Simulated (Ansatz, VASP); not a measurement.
TiSi2 in VASP and in Ansatz

INCAR

```
ALGO = Normal
EDIFF = 1E-6
ENCUT = 520
GGA = CA
ISIF = 2
ISMEAR = 0
LASPH = T
LCHARG = T
LELF = T
LREAL = F
LVHAR = T
LWAVE = F
NBANDS = 17
NELM = 60
PREC = Accurate
SIGMA = 0.15
```

File KPOINTS:

```
k-points
0
Gamma
  18 18 18
```

File POSCAR:

```
TiSi2
1.0
   -1.4540925019      1.6852182440      4.1375118505
    1.4540925019     -1.6852182440      4.1375118505
    1.4540925019      1.6852182440     -4.1375118505
Ti Si
1 2
Direct
    0.0000000000      0.0000000000      0.0000000000
    0.3369712579      0.3369712579      0.0000000000
    0.6630287421      0.6630287421      0.0000000000
```

Input for Ansatz:

```yaml
crystal:
  lattice:
    - [-1.4540925019, 1.685218244, 4.1375118505]
    - [1.4540925019, -1.685218244, 4.1375118505]
    - [1.4540925019, 1.685218244, -4.1375118505]
  atoms:
    - { symbol: Ti, position: [0.0, 0.0, 0.0] }
    - { symbol: Si, position: [0.3369712579, 0.3369712579, 0.0] }
    - { symbol: Si, position: [0.6630287421, 0.6630287421, 0.0] }
basis:
  ecutwfc: 520.0
kpoints:
  mp_grid: { grid: [18, 18, 18] }
hamiltonian:
  xc: lda
  pseudopotentials: { kind: paw, azcp: { folder: soft_1 } }
scf:
  occupations: { method: gaussian, width: 0.15 }
output:
  forces: true
  stress: true
  eigenvalues: true
```

Alike in both runs: task single point; functional LDA; k mesh 18 × 18 × 18; occupations gaussian, width 0.15 eV; no spin polarisation.

```csv
,VASP,Ansatz
version,VASP 6.6.1,Ansatz 0.2.0
potentials or method,"VASP PAW LDA potentials, release 64 (Ti_sv, Si), cutoff 520 eV","scalar-relativistic, plane waves, PAW"
valence electrons in the cell,20,20
```

```csv
,VASP,Ansatz,Ansatz less VASP
gap on the k mesh at the Fermi level (eV),none,none,-
pressure (GPa),0.9,0.7,-0.20
"traceless stress, the component that is largest in VASP (GPa)",1.37,1.35,-0.022
rms of the force components (eV/Å),0.241,0.238,-0.0027
```

Ansatz warns that its potentials were made for another functional, while VASP's fit it. LDA's correlation is that of Perdew and Zunger in VASP and of Perdew and Wang (1992) in Ansatz. Atom by atom the forces differ by 0.003 eV/Å (rms over components). A gap of «none» marks a metal or a gap that the smearing closes.
